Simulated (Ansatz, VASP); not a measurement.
One calculation of MoS2, two programs

```
Mo S
1.0
     3.14000    0.00000    0.00000
    -1.57000    2.71932    0.00000
     0.00000    0.00000   12.53000
Mo S
2 4
Cartesian
  0.0000 1.8129 3.1325
  1.5700 0.9064 9.3975
  0.0000 1.8129 7.8245
  1.5700 0.9064 1.5595
  0.0000 1.8129 10.9705
  1.5700 0.9064 4.7055
```

Alike in both runs: task electric field gradients; functional PBEsol; k mesh 16 × 16 × 4; occupations fermi-dirac, width 0.02 eV; collinear spin.

|  | VASP | Ansatz |
| --- | --- | --- |
| version | VASP 6.6.1 | Ansatz 0.2.0 |
| potentials or method | VASP PAW PBE potentials, release 64 (Mo_sv, S) | plane-wave PAW, scalar-relativistic |
| plane-wave cutoff (eV) | 400 | 420 |
| valence electrons in the cell | 52 | 52 |

Ansatz gave:

```
gap on the k mesh at the Fermi level (eV)                     : 0.95
pressure (GPa)                                                : -1.2
traceless stress, the component that is largest in VASP (GPa) : -1.07
rms of the force components (eV/Å)                            : 0.123
net moment per atom (μB)                                      : 0.00
size of Vzz on the site where it differs most (V/Å²)          : 71.0
```

What did VASP give for the same quantities?

gap on the k mesh at the Fermi level (eV): 0.96; pressure (GPa): -1.5; traceless stress, the component that is largest in VASP (GPa): -1.08; rms of the force components (eV/Å): 0.122; net moment per atom (μB): 0.00; size of Vzz on the site where it differs most (V/Å²): 75.2.

VASP's potentials were made for PBE, not for PBEsol. Atom by atom the forces differ by 0.002 eV/Å (rms over components). With one functional, cell and mesh, what is left measures potentials, basis and numerics. Ansatz's warnings: seeded moment not kept.
